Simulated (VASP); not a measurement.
A run of VASP 6.6.1:

Contents of POSCAR:

```
ZnS
1.0
   -2.7046500000     -2.7046500000      0.0000000000
    2.7046500000     -2.7046500000      0.0000000000
    0.0000000000      0.0000000000     10.8186000000
Zn S
4 4
Direct
    0.0000000000      0.0000000000      0.0000000000
    0.5000000000      0.5000000000      0.2500000000
    0.0000000000      0.0000000000      0.5000000000
    0.5000000000      0.5000000000      0.7500000000
    0.5000000000      0.0000000000      0.3750000000
    0.0000000000      0.5000000000      0.6250000000
    0.5000000000      0.0000000000      0.8750000000
    0.0000000000      0.5000000000      0.1250000000
```

File INCAR.step1:

```
PREC = Accurate
ENCUT = 520
ISMEAR = 0
SIGMA = 0.05
LREAL = False
LASPH = True
NELM = 80
NBANDS = 46
GGA = PE
ALGO = Normal
EDIFF = 1E-4
LWAVE = True
LCHARG = False
```

INCAR.step2

```
PREC = Accurate
ENCUT = 520
EDIFF = 1E-6
ISMEAR = 0
SIGMA = 0.05
LREAL = False
LASPH = True
NELM = 80
ALGO = Normal
ISIF = 2
LWAVE = False
LCHARG = False
METAGGA = R2SCAN
LMIXTAU = True
NBANDS = 46
ISTART = 1
```

Contents of KPOINTS:

```
regular mesh
0
Gamma
  6 6 2
```

Potentials or basis: VASP PAW PBE potentials, release 64 (Zn, S).

The run is started by

```sh
$ cat potpaw_PBE.64/Zn/POTCAR potpaw_PBE.64/S/POTCAR > POTCAR
$ cp INCAR.step1 INCAR
$ mpirun -np 1 vasp_std > vasp.out
$ cp INCAR.step2 INCAR
$ mpirun -np 1 vasp_std > vasp.out
```

Hardware: 1 thread of Intel Xeon 8259CL, on a shared host.

Estimate the wall time of this run.

Wall time 11 min on 1 thread of Intel Xeon 8259CL (shared host), peak memory 0.31 GiB. Counts: k points 20.
